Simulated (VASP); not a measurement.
**Hg: single point with BLYP**

Hg:

```
Hg
1.0
     3.19567    1.84502    3.90234
    -3.19567    1.84502    3.90234
     0.00000   -3.69004    3.90234
Hg
1
Cartesian
  0.0000 0.0000 0.0000
```

* Program: VASP 6.6.1
* Task: single point
* Functional: BLYP
* Potentials or basis: VASP PAW PBE potentials, release 64 (Hg)
* Cutoff: 520 eV
* k mesh: 11 × 11 × 11
* Occupations: fermi-dirac, width 0.1 eV
* Spin: no spin polarisation
* Dipole correction: no
* Further INCAR settings: ALGO = Normal; EDIFF = 1e-06; NBANDS = 12

* Pressure: 0.0 GPa
* Band gap on the k mesh: 4.49 eV (least direct gap 4.79 eV)

Levels at points of the mesh, in eV from the valence-band top:
```tsv
k point	band 2	band 3	band 4	band 5	band 6	band 7	band 8	band 9	band 10	band 11
(0.00, 0.00, 0.00)	-3.19	-3.17	-3.17	-3.17	-0.56	6.66	6.66	7.19	7.39	9.97
```

It took 2.3 min on 1 thread of Intel(R) Xeon(R) Platinum 8259CL CPU @ 2.50GHz (Skylake/Cascade Lake) (shared host), peak memory 0.4 GiB.

Caveat: the PAW data sets were made with another functional, which shifts forces and pressure a little; spin-orbit coupling is left out, which moves the levels of the heavy elements; an odd mesh through Γ misses points on the zone boundary, where band edges can lie.
